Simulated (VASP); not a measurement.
# BAs (F-43m) in VASP: a series of runs

Runs on BAs. Level: PBE. Tasks: single point.

Program: VASP 6.6.1. These are calculated values, not measurements. Logs are shortened: lines on timing, memory, paths and dates and some standing lists are left out, and cuts for length are marked.

## (1) The cell of the first run

The structure is cubic, space group F-43m (No. 216). The conventional cell has a = 4.679 Å, b = 4.679 Å, c = 4.679 Å, α = 90.00°, β = 90.00°, γ = 90.00°. Within 2.7 Å of B (site symmetry -43m) lie 4 As at 2.03 Å. As (site symmetry -43m) has 4 B at 2.03 Å within 2.7 Å.

## (2) Single point, PBE

Contents of INCAR:

```
SYSTEM = BAs
PREC     = Accurate       ! precision mode
ENCUT    = 520            ! plane-wave cutoff, eV
EDIFF    = 1E-7           ! SCF threshold, eV
ISMEAR   = 0              ! smearing method
SIGMA    = 0.01           ! smearing width, eV
LREAL    = .False.        ! projectors in reciprocal space
LASPH    = .True.         ! aspherical terms in the spheres
NELM     = 80             ! most SCF steps
ALGO     = Normal         ! electronic algorithm
ISIF     = 2              ! what is computed and relaxed
LWAVE    = .False.        ! write WAVECAR
LCHARG   = .False.        ! write CHGCAR
GGA      = PE             ! functional
NBANDS   = 11             ! bands
```

Contents of KPOINTS:

```
Automatic mesh
0
Gamma
  7 7 7
  0 0 0
```

Contents of POSCAR:

```
BAs
1.0
    0.0000000000      2.3397414207      2.3397414207
    2.3397414207      0.0000000000      2.3397414207
    2.3397414207      2.3397414207      0.0000000000
B As
1 1
Direct
    0.0000000000      0.0000000000      0.0000000000
    0.2500000000      0.2500000000      0.2500000000
```

Potentials or basis: VASP PAW PBE potentials, release 64 (B, As).

The run is started by

```console
> cat potpaw_PBE.64/B/POTCAR potpaw_PBE.64/As/POTCAR > POTCAR
> mpirun -np 1 vasp_std > vasp.out
```

OUTCAR:

```text
SYSTEM = BAs
   PREC = Accurate
   ENCUT = 520
   EDIFF = 1E-7
   ISMEAR = 0
   LREAL = .False.
   LASPH = .True.
   NELM = 80
   ISIF = 2
   GGA = PE

 ion  position               nearest neighbor table
   1  0.000  0.000  0.000-   2 2.03   2 2.03   2 2.03   2 2.03
   2  0.250  0.250  0.250-   1 2.03   1 2.03   1 2.03   1 2.03

  LATTYP: Found a face centered cubic cell.
 ALAT       =     4.6794828414

  Lattice vectors:

 A1 = (   0.0000000000,   2.3397414207,   2.3397414207)
 A2 = (   2.3397414207,   0.0000000000,   2.3397414207)
 A3 = (   2.3397414207,   2.3397414207,   0.0000000000)

Analysis of symmetry for initial positions (statically):
=====================================================================
 Subroutine PRICEL returns:
 Original cell was already a primitive cell.

 Routine SETGRP: Setting up the symmetry group for a
 face centered cubic supercell.

 Subroutine GETGRP returns: Found 24 space group operations
 (whereof 24 operations were pure point group operations)
 out of a pool of 48 trial point group operations.

The static configuration has the point symmetry T_d .

Analysis of symmetry for dynamics (positions and initial velocities):
=====================================================================
 Subroutine PRICEL returns:
 Original cell was already a primitive cell.

 Routine SETGRP: Setting up the symmetry group for a
 face centered cubic supercell.

 Subroutine GETGRP returns: Found 24 space group operations
 (whereof 24 operations were pure point group operations)
 out of a pool of 48 trial point group operations.

The dynamic configuration has the point symmetry T_d .

 Subroutine INISYM returns: Found 24 space group operations
 (whereof 24 operations are pure point group operations),
 and found     1 'primitive' translations

----------------------------------------------------------------------------------------

                                     Primitive cell

  volume of cell :      25.6173

  direct lattice vectors                    reciprocal lattice vectors
     0.000000000  2.339741421  2.339741421    -0.213698828  0.213698828  0.213698828
     2.339741421  0.000000000  2.339741421     0.213698828 -0.213698828  0.213698828
     2.339741421  2.339741421  0.000000000     0.213698828  0.213698828 -0.213698828

  length of vectors
     3.308894050  3.308894050  3.308894050     0.370137228  0.370137228  0.370137228

  position of ions in fractional coordinates (direct lattice)
     0.000000000  0.000000000  0.000000000
     0.250000000  0.250000000  0.250000000

  ion indices of the primitive-cell ions
   primitive index   ion index
                 1           1
                 2           2

----------------------------------------------------------------------------------------

 KPOINTS: Automatic mesh

Automatic generation of k-mesh.
 Grid dimensions read from file:
 generate k-points for:    7    7    7

 Generating k-lattice:

  Cartesian coordinates                     Fractional coordinates (reciprocal lattice)
    -0.030528404  0.030528404  0.030528404     0.142857143  0.000000000  0.000000000
     0.030528404 -0.030528404  0.030528404     0.000000000  0.142857143  0.000000000
     0.030528404  0.030528404 -0.030528404     0.000000000  0.000000000  0.142857143

  Length of vectors
     0.052876747  0.052876747  0.052876747

  Shift w.r.t. Gamma in fractional coordinates (k-lattice)
     0.000000000  0.000000000  0.000000000

 Subroutine IBZKPT returns following result:
 ===========================================

 Found     20 irreducible k-points:

 Following reciprocal coordinates:
            Coordinates               Weight
  0.000000  0.000000  0.000000      1.000000
  0.142857  0.000000  0.000000      8.000000
  0.285714  0.000000  0.000000      8.000000
  0.428571  0.000000  0.000000      8.000000
  0.142857  0.142857  0.000000      6.000000
  0.285714  0.142857  0.000000     24.000000
[... 12 lines left out ...]
 -0.428571  0.428571  0.142857     24.000000
 -0.285714  0.428571  0.142857     24.000000
   k-points           NKPTS =     20   k-points in BZ     NKDIM =     20   number of bands    NBANDS=     11
   number of dos      NEDOS =    301   number of ions     NIONS =      2
   total plane-waves  NPLWV =  21952
   dimension x,y,z NGX =    28 NGY =   28 NGZ =   28
   dimension x,y,z NGXF=    56 NGYF=   56 NGZF=   56
   ions per type =               1   1
   NGX,Y,Z   is equivalent  to a cutoff of  14.07, 14.07, 14.07 a.u.
   NGXF,Y,Z  is equivalent  to a cutoff of  28.14, 28.14, 28.14 a.u.
 SYSTEM =  BAs
   PREC   = accura    normal or accurate (medium, high low for compatibility)
   ISTART =      0    job   : 0-new  1-cont  2-samecut
   ICHARG =      2    charge: 1-file 2-atom 10-const
   ISPIN  =      1    spin polarized calculation?
   LNONCOLLINEAR =      F non collinear calculations
   LSORBIT =      F    spin-orbit coupling
   LASPH  =      T    aspherical Exc in radial PAW
   ENCUT  =  520.0 eV  38.22 Ry    6.18 a.u.   6.15  6.15  6.15*2*pi/ulx,y,z
   NELM   =     80;   NELMIN=  2; NELMDL= -5     # of ELM steps
   EDIFF  = 0.1E-06   stopping-criterion for ELM
   LREAL  =      F    real-space projection
   EDIFFG = 0.1E-05   stopping-criterion for IOM
   NSW    =      0    number of steps for IOM
   IBRION =     -1    ionic relax: 0-MD 1-quasi-New 2-CG
   NFREE  =      0    steps in history (QN), initial steepest desc. (CG)
   ISIF   =      2    stress and relaxation
   ISYM   =      2    0-nonsym 1-usesym 2-fastsym
   POTIM  = 0.5000    time-step for ionic-motion
   TEBEG  =    0.0;   TEEND  =   0.0 temperature during run
   PSTRESS=    0.0 pullay stress
   NELECT =       8.0000    total number of electrons
   NUPDOWN=      -1.0000    fix difference up-down
   EMIN   =  10.00;   EMAX   =-10.00  energy-range for DOS
   EFERMI =   0.00;   METHOD = LEGACY
   ISMEAR =     0;   SIGMA  =   0.01  broadening in eV -4-tet -1-fermi 0-gaus
   EFERMI_NEDOS =   21; number of points for ismear=-14 and -15
   IALGO  =     38    algorithm
   IMIX   =      4    mixing-type and parameters
     AMIX     =   0.40;   BMIX     =  1.00
     AMIX_MAG =   1.60;   BMIX_MAG =  1.00
  volume/ion in A,a.u.               =      12.81        86.44
  Fermi-wavevector in a.u.,A,eV,Ry     =   1.110692  2.098903 16.784646  1.233637
  Thomas-Fermi vector in A             =   2.247246
   LORBIT       =      0    0 simple, 1 ext, 2 COOP (PROOUT), +10 PAW based schemes
   GGA     = PE    functional components
   LHFCALC =     F    Hartree Fock is set to
   AEXX    =    0.0000 exact exchange contribution
   IVDW    =     0    specifies the selected vdW correction
   LEPSILON=     F    determine dielectric tensor
   LRPA    =     F    only Hartree local field effects (RPA)
 non-spin polarized calculation
 Gauss-broadening in eV      SIGMA  =   0.01
  energy-cutoff  :      520.00
  volume of cell :       25.62
 maximum number of plane-waves:       701
 NGX is ok and might be reduce to    28
   NGX = 13   NGY = 13   NGZ = 13

 number of electron       8.0000000 magnetization

 Free energy of the ion-electron system (eV)
  ---------------------------------------------------
  ext. energy  EPLUGINS =         0.00000000
  ---------------------------------------------------
  free energy    TOTEN  =       -11.31485808 eV

  energy without entropy =      -11.31485808  energy(sigma->0) =      -11.31485808

 E-fermi :   6.8962     XC(G=0): -10.8531

 val. band max:        6.8297923436   @ k =   0.0000   0.0000   0.0000
 cond. band min:       7.9558585314   @ k =   0.4286   0.4286   0.0000
 fundamental gap:      1.1260661878
 Fermi energy:         6.8961554324

 k-point     1 :       0.0000    0.0000    0.0000
  band No.  band energies     occupation
      1      -9.1530      2.00000
      2       6.8298      2.00000
      3       6.8298      2.00000
      4       6.8298      2.00000
      5      10.1860      0.00000
      6      10.1860      0.00000
      7      10.1860      0.00000
      8      12.3172      0.00000
      9      16.7260      0.00000
     10      20.0340      0.00000
     11      20.0340      0.00000

 k-point     2 :       0.1429    0.0000    0.0000
  band No.  band energies     occupation
      1      -8.7998      2.00000
      2       4.3610      2.00000
      3       6.2503      2.00000
      4       6.2503      2.00000
      5      10.4463      0.00000
      6      10.9415      0.00000
      7      10.9415      0.00000
      8      13.6847      0.00000
      9      17.9685      0.00000
     10      18.4358      0.00000
     11      18.4358      0.00000

 k-point     3 :       0.2857    0.0000    0.0000
  band No.  band energies     occupation
      1      -7.7795      2.00000
      2       0.8384      2.00000
      3       5.4252      2.00000
      4       5.4252      2.00000
      5      10.1432      0.00000
      6      11.7229      0.00000
      7      11.7229      0.00000
      8      15.5013      0.00000
      9      18.4913      0.00000
     10      18.4913      0.00000
     11      18.5228      0.00000

 k-point     4 :       0.4286    0.0000    0.0000
  band No.  band energies     occupation
      1      -6.3900      2.00000
      2      -1.9135      2.00000
      3       4.9596      2.00000
      4       4.9596      2.00000
      5       9.9231      0.00000
      6      11.7093      0.00000
      7      11.7093      0.00000
      8      15.8310      0.00000
      9      19.6511      0.00000
     10      20.8749      0.00000
     11      20.8749      0.00000
[... 183 lines left out ...]
 k-point    18 :      -0.4286    0.2857    0.1429
  band No.  band energies     occupation
      1      -5.5762      2.00000
      2      -1.2903      2.00000
      3       1.6197      2.00000
      4       3.3211      2.00000
      5      10.9623      0.00000
      6      12.0932      0.00000
      7      14.1147      0.00000
      8      16.0784      0.00000
      9      17.9457      0.00000
     10      21.0766      0.00000
     11      23.2656      0.00000

 k-point    19 :      -0.4286    0.4286    0.1429
  band No.  band energies     occupation
      1      -5.0277      2.00000
      2      -1.2480      2.00000
      3       1.5184      2.00000
      4       2.0620      2.00000
      5      10.0021      0.00000
      6      10.6400      0.00000
      7      15.2870      0.00000
      8      17.6669      0.00000
      9      19.1912      0.00000
     10      22.5997      0.00000
     11      24.0525      0.00000

 k-point    20 :      -0.2857    0.4286    0.1429
  band No.  band energies     occupation
      1      -4.6394      2.00000
      2      -1.4802      2.00000
      3       0.5363      2.00000
      4       2.2225      2.00000
      5      10.7211      0.00000
      6      13.3569      0.00000
      7      14.4207      0.00000
      8      15.2312      0.00000
      9      18.7390      0.00000
     10      21.5928      0.00000
     11      24.0763      0.00000

------------------------ aborting loop because EDIFF is reached ----------------------------------------

  FORCE on cell =-STRESS in cart. coord.  units (eV):
  Direction    XX          YY          ZZ          XY          YZ          ZX
  --------------------------------------------------------------------------------------
  -------------------------------------------------------------------------------------
  Total        2.1864348      2.1864348      2.1864348      0.0000000      0.0000000      0.0000000
  in kB      136.7456501    136.7456501    136.7456501      0.0000000      0.0000000      0.0000000
  external PRESSURE =     136.7456501 kB  Pullay stress =       0.0000000 kB

 VOLUME and BASIS-vectors are now :
 -----------------------------------------------------------------------------
  energy-cutoff  :      520.00
  volume of cell :       25.62
      direct lattice vectors                 reciprocal lattice vectors
     0.000000000  2.339741421  2.339741421    -0.213698828  0.213698828  0.213698828
     2.339741421  0.000000000  2.339741421     0.213698828 -0.213698828  0.213698828
     2.339741421  2.339741421  0.000000000     0.213698828  0.213698828 -0.213698828

 POSITION                                       TOTAL-FORCE (eV/Angst)
 -----------------------------------------------------------------------------------
      0.00000      0.00000      0.00000        -0.000000     -0.000000     -0.000000
      1.16987      1.16987      1.16987         0.000000      0.000000      0.000000
 -----------------------------------------------------------------------------------
    total drift:                               -0.000000     -0.000000     -0.000000

  FREE ENERGIE OF THE ION-ELECTRON SYSTEM (eV)
  ---------------------------------------------------
  free  energy   TOTEN  =       -11.3148580826 eV

  energy  without entropy=      -11.3148580826  energy(sigma->0) =      -11.31485808
```

Run time: 16 s. Hardware: 1 thread of Intel Xeon 8259CL, shared host; peak memory 0.15 GiB.

Results:

- Free energy: -11.3149 eV
- Pressure: 13.7 GPa
- Band gap on the k mesh: 1.13 eV, indirect (least direct gap 3.36 eV)

A k mesh can miss the band edges.

## (3) Single point, PBE

This run uses another cell than the first one, of 13.35 Å³/atom, 1.043 times its volume.

Changes to INCAR since step 2:

```diff
@@ -8,3 +8,3 @@
 LASPH    = .True.         ! aspherical terms in the spheres
-NELM     = 80             ! most SCF steps
+NELM     = 60             ! most SCF steps
 ALGO     = Normal         ! electronic algorithm
```

KPOINTS is that of step 2.

Contents of POSCAR:

```
BAs
1.0
    0.0000000000      2.3724693156      2.3724693156
    2.3724693156      0.0000000000      2.3724693156
    2.3724693156      2.3724693156      0.0000000000
B As
1 1
Direct
    0.0000000000      0.0000000000      0.0000000000
    0.2500000000      0.2500000000      0.2500000000
```

Potentials or basis: VASP PAW PBE potentials, release 64 (B, As).

The run is started by

```console
> cat potpaw_PBE.64/B/POTCAR potpaw_PBE.64/As/POTCAR > POTCAR
> mpirun -np 1 vasp_std > vasp.out
```

Wall time 16 s (1 thread of Intel Xeon 8259CL, shared host); peak memory 0.15 GiB.

Results (log left out):

```
Free energy            : -11.3830 eV
Pressure               : 6.5 GPa
Band gap on the k mesh : 1.17 eV, indirect (least direct gap 3.30 eV)
```

Levels at points of the mesh, in eV from the valence-band top:
| k point | band 2 | band 3 | band 4 | band 5 | band 6 | band 7 |
| --- | --- | --- | --- | --- | --- | --- |
| (0.00, 0.00, 0.00) | 0.00 | 0.00 | 0.00 | 3.30 | 3.30 | 3.30 |

A k mesh can miss the band edges.
